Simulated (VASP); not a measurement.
The system is MgSe.

```
Mg Se
1.0
     0.00000    2.73627    2.73627
     2.73627    0.00000    2.73627
     2.73627    2.73627    0.00000
Mg Se
1 1
Direct
  0.00000 0.00000 0.00000
  0.50000 0.50000 0.50000
```

Program: VASP 6.6.1. Alike in all runs: task single point; no spin polarisation; cell as given; smearing gaussian 0.01 eV.

Problem. Order these runs on this cell by their pressure, lowest first.
A. level r2SCAN+rVV10; potentials or basis VASP PAW PBE potentials, release 64 (Mg, Se); k mesh 6 × 6 × 6; cutoff (eV) 660
B. level HF; potentials or basis VASP PAW PBE potentials, release 64 (Mg, Se); k mesh 4 × 4 × 4; cutoff (eV) 520; grid for exact exchange (PRECFOCK) Normal; share of exact exchange 1
C. level LDA; potentials or basis VASP PAW LDA potentials, release 64 (Mg, Se); k mesh 4 × 4 × 4; cutoff (eV) 600

Solution. C (-2.7 GPa), A (-0.8 GPa), B (2.8 GPa).

Caveats: some runs use coarse meshes; the PAW data sets were made with another functional, which shifts forces and pressure a little (at least some runs).
